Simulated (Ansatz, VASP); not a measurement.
**BaS in VASP and in Ansatz**

Contents of INCAR:

```
SYSTEM = BaS
PREC = Accurate
ENCUT = 520
EDIFF = 1E-8
ISMEAR = -1
SIGMA = 0.01
LREAL = .False.
LASPH = .True.
NELM = 80
ALGO = Normal
ISIF = 2
LWAVE = .False.
LCHARG = .False.
LEFG = .True.
NBANDS = 15
```

The input KPOINTS:

```
Automatic mesh
0
Gamma
  7 7 7
  0 0 0
```

POSCAR

```
BaS
1.0
    0.0000000000      3.1505859250      3.1505859250
    3.1505859250      0.0000000000      3.1505859250
    3.1505859250      3.1505859250      0.0000000000
Ba S
1 1
Direct
    0.0000000000      0.0000000000      0.0000000000
    0.5000000000      0.5000000000      0.5000000000
```

Input for Ansatz:

```yaml
crystal:
  lattice:
    - [0.0, 3.150585925, 3.150585925]
    - [3.150585925, 0.0, 3.150585925]
    - [3.150585925, 3.150585925, 0.0]
  atoms:
    - { symbol: Ba, position: [0.0, 0.0, 0.0] }
    - { symbol: S, position: [0.5, 0.5, 0.5] }
kpoints:
  mp_grid: { grid: [7, 7, 7] }
scf:
  occupations: { method: fermi_dirac, width: 0.01 }
hamiltonian:
  xc: lda
  pseudopotentials: { kind: all_electron, datasets: crystal }
output:
  forces: true
  stress: true
  eigenvalues: true
  efg: { contact_densities: true }
```

Change from the starting cell: volume scaled by 0.96, crystal datasets.

Alike in both runs: task electric field gradients; functional LDA; k mesh 7 × 7 × 7; occupations fermi-dirac, width 0.01 eV; no spin polarisation.

|  | VASP | Ansatz |
| --- | --- | --- |
| version | VASP 6.6.1 | Ansatz 0.2.0 |
| potentials or method | VASP PAW LDA potentials, release 64 (Ba_sv, S), cutoff 520 eV | all-electron PAW with datasets made for the crystal, scalar-relativistic |

VASP gave:

* gap on the k mesh at the Fermi level (eV): 1.89
* pressure (GPa): 0.0

Question: What did Ansatz give for the same quantities?

Answer: gap on the k mesh at the Fermi level (eV): 2.00; pressure (GPa): -0.7.

LDA's correlation is that of Perdew and Zunger in VASP and of Perdew and Wang (1992) in Ansatz. Ansatz ran all-electron here, and VASP with PAW potentials.

Neither program's run includes spin-orbit coupling.
